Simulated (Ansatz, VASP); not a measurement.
**Rb in VASP and in Ansatz**

```
Rb
1.0
    -2.86308    2.86308    2.86308
     2.86308   -2.86308    2.86308
     2.86308    2.86308   -2.86308
Rb
1
Direct
  0.00000 0.00000 0.00000
```

Alike in both runs: task single point; functional PBE; k mesh 10 × 10 × 10; occupations gaussian, width 0.1 eV; no spin polarisation.

```csv
,VASP,Ansatz
version,VASP 6.6.1,Ansatz 0.2.0
potentials or method,"VASP PAW PBE potentials, release 64 (Rb_sv), cutoff 520 eV","scalar-relativistic, plane waves, PAW"
valence electrons in the cell,9,9
```

|  | VASP | Ansatz | Ansatz less VASP |
| --- | --- | --- | --- |
| gap on the k mesh at the Fermi level (eV) | none | none | - |
| pressure (GPa) | -0.1 | -0.1 | 0.00 |

A gap of «none» marks a metal or a gap that the smearing closes.
